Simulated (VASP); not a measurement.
Input of a VASP 6.6.1 run:

File INCAR:

```
PREC = Accurate
ENCUT = 520
EDIFF = 1E-7
ISMEAR = 0
SIGMA = 0.05
LREAL = False
LASPH = True
NELM = 80
ALGO = Fast
ISIF = 2
LWAVE = False
LCHARG = False
GGA = PS
NBANDS = 14
```

KPOINTS

```
Automatic mesh
0
Gamma
  12 12 12
```

The input POSCAR:

```
Bi
1.0
   -3.9009618498      3.9009618498      1.7039997501
    3.9009618498     -3.9009618498      1.7039997501
    3.9009618498      3.9009618498     -1.7039997501
Bi
1
Direct
    0.0000000000      0.0000000000      0.0000000000
```

Potentials or basis: VASP PAW PBE potentials, release 64 (Bi_d).

The run is started by

```bash
$ cat potpaw_PBE.64/Bi_d/POTCAR > POTCAR
$ mpirun -np 1 vasp_std > vasp.out
```

(1) What does it give for the pressure?

Answers

(1) -3.2 GPa.

Caveat: the PAW data sets were made with another functional, which shifts forces and pressure a little.
